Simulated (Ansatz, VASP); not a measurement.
**Two plane-wave programs on Pb**

The input POSCAR:

```
Pb
1.0
    0.0000000000      2.4946408835      2.4946408835
    2.4946408835      0.0000000000      2.4946408835
    2.4946408835      2.4946408835      0.0000000000
Pb
1
Direct
    0.0000000000      0.0000000000      0.0000000000
```

INCAR.step1

```
SYSTEM = Pb
ALGO = Normal
EDIFF = 1E-4
ENCUT = 520
GGA = PE
ISMEAR = -1
LASPH = .TRUE.
LCHARG = .FALSE.
LREAL = .FALSE.
LWAVE = .TRUE.
NBANDS = 13
NELM = 100
PREC = Accurate
SIGMA = 1.0
```

Contents of INCAR.step2:

```
SYSTEM = Pb
ALGO = Normal
EDIFF = 1E-6
ENCUT = 520
ISIF = 2
ISMEAR = -1
ISTART = 1
LASPH = .TRUE.
LCHARG = .FALSE.
LMIXTAU = .TRUE.
LREAL = .FALSE.
LWAVE = .FALSE.
METAGGA = R2SCAN
NBANDS = 13
NELM = 100
PREC = Accurate
SIGMA = 1.0
```

KPOINTS

```
k-points
0
G
  11 11 11
  0 0 0
```

Input for Ansatz:

```yaml
crystal:
  lattice:
    - [0.0, 2.4946408835, 2.4946408835]
    - [2.4946408835, 0.0, 2.4946408835]
    - [2.4946408835, 2.4946408835, 0.0]
  atoms:
    - { symbol: Pb, position: [0.0, 0.0, 0.0] }
hamiltonian:
  xc: r2scan
  pseudopotentials:
    kind: paw
    azcp:
      Pb: "pseudopotentials/Pb.paw.azcp"
basis:
  ecutwfc: 500
  fft_grid_basis: typed
kpoints:
  mp_grid: { grid: [11, 11, 11], shift: [0, 0, 0] }
magnetization:
  spin_polarized: false
scf:
  occupations: { method: fermi_dirac, width: 1.0 }
  lower_state_search: "off"
output:
  stress: true
  write_density: true
  write_potential: true
  elf: true
  volumetric_format: npy
```

Alike in both runs: task single point; functional r2SCAN; k mesh 11 × 11 × 11; occupations fermi-dirac, width 1 eV; no spin polarisation.

|  | VASP | Ansatz |
| --- | --- | --- |
| version | VASP 6.6.1 | Ansatz 0.2.0 |
| potentials or method | VASP PAW PBE potentials, release 64 (Pb_d), cutoff 520 eV | plane waves (500 eV) with PAW, scalar-relativistic |
| valence electrons in the cell | 14 | 14 |

```csv
,VASP,Ansatz,Ansatz less VASP
pressure (GPa),4.0,4.0,0.00
```

VASP's potentials were made for PBE, not for r2SCAN.

Spin-orbit coupling is off throughout.
